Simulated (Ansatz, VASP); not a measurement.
Si8N in VASP and in Ansatz

```
Si N
1.0
     8.19261    0.00000    0.00000
    -4.09631    7.09501    0.00000
     0.00000    0.00000    2.65772
Si N
8 1
Direct
  0.83513 0.16487 0.00000
  0.83513 0.67027 0.00000
  0.32973 0.16487 0.00000
  0.16487 0.83513 0.00000
  0.16487 0.32973 0.00000
  0.67027 0.83513 0.00000
  0.33333 0.66667 0.00000
  0.66667 0.33333 0.00000
  0.00000 0.00000 0.50000
```

Alike in both runs: functional PBE; k mesh 6 × 6 × 14; occupations gaussian, width 0.1 eV; no spin polarisation.

Ansatz relaxed the structure, and its values are those at the end. VASP's run is a single point on that final structure, the one shown.

|  | VASP | Ansatz |
| --- | --- | --- |
| version | VASP 6.6.1 | Ansatz 0.2.0 |
| potentials or method | VASP PAW PBE potentials, release 64 (Si, N), cutoff 520 eV | scalar-relativistic, plane waves, PAW |
| valence electrons in the cell | 37 | 37 |

Ansatz gave:

| Quantity | Value |
| --- | --- |
| gap on the k mesh at the Fermi level (eV) | none |
| pressure (GPa) | 0.0 |

What did VASP give for the same quantities?

gap on the k mesh at the Fermi level (eV): none; pressure (GPa): -0.1.

A gap of «none» marks a metal or a gap that the smearing closes.
